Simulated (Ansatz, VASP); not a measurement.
Zn: VASP beside Ansatz

```
Zn
1.0
     2.66480    0.00000    0.00000
    -1.33240    2.30778    0.00000
     0.00000    0.00000    4.94670
Zn
2
Direct
  0.33333 0.66667 0.25000
  0.66667 0.33333 0.75000
```

Alike in both runs: functional PBE; k mesh 14 × 14 × 7; occupations fermi-dirac, width 0.05 eV; no spin polarisation.

Ansatz relaxed the structure, and its values are those at the end. VASP's run is a single point on that final structure, the one shown.

|  | VASP | Ansatz |
| --- | --- | --- |
| version | VASP 6.6.1 | Ansatz 0.2.0 |
| potentials or method | VASP PAW PBE potentials, release 64 (Zn) | plane-wave PAW, scalar-relativistic |
| plane-wave cutoff (eV) | 520 | 420 |
| valence electrons in the cell | 24 | 24 |

Ansatz gave:

| Property | Result |
| --- | --- |
| pressure (GPa) | -0.3 |

Task: Which values does VASP return?

Result: Pressure (GPa): 0.0.

Ansatz's warnings: stress scf threshold loose.
